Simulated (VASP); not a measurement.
A run of VASP 6.6.1:

The input POSCAR:

```
BaS
1.0
    3.2448234188      3.2448234188      0.0000000000
   -3.2448234188      3.2448234188      0.0000000000
    0.0000000000      3.2448234188      3.1934202756
Ba S
1 1
Direct
    0.0000000000      0.0000000000      0.0000000000
    0.5000000000      0.5000000000      0.0000000000
```

Contents of INCAR.step1:

```
  PREC = Accurate
  ENCUT = 520
  ISMEAR = 0
  SIGMA = 0.01
  LREAL = F
  LASPH = T
  NELM = 100
  NBANDS = 15
  GGA = PE
  ALGO = Normal
  EDIFF = 1E-4
  LWAVE = T
  LCHARG = F
```

The input INCAR.step2:

```
  PREC = Accurate
  ENCUT = 520
  EDIFF = 1E-6
  ISMEAR = 0
  SIGMA = 0.01
  LREAL = F
  LASPH = T
  NELM = 100
  ALGO = Normal
  ISIF = 2
  LWAVE = F
  LCHARG = F
  METAGGA = R2SCAN
  LMIXTAU = T
  NBANDS = 15
  ISTART = 1
```

File KPOINTS:

```
Automatic mesh
0
Gamma
  6 6 6
```

Potentials or basis: VASP PAW PBE potentials, release 64 (Ba_sv, S).

The run is started by

```bash
$ cat potpaw_PBE.64/Ba_sv/POTCAR potpaw_PBE.64/S/POTCAR > POTCAR
$ cp INCAR.step1 INCAR
$ mpirun -np 1 vasp_std > vasp.out
$ cp INCAR.step2 INCAR
$ mpirun -np 1 vasp_std > vasp.out
```

Hardware: 1 thread of AMD EPYC 9R45 96-Core Processor (Zen 5), on a shared host.

How long does it take, and how much memory?

Run time: 98 s on 1 thread of AMD EPYC 9R45 96-Core Processor (Zen 5), with other jobs on the host, peak memory 0.19 GiB. Counts: k points 30.
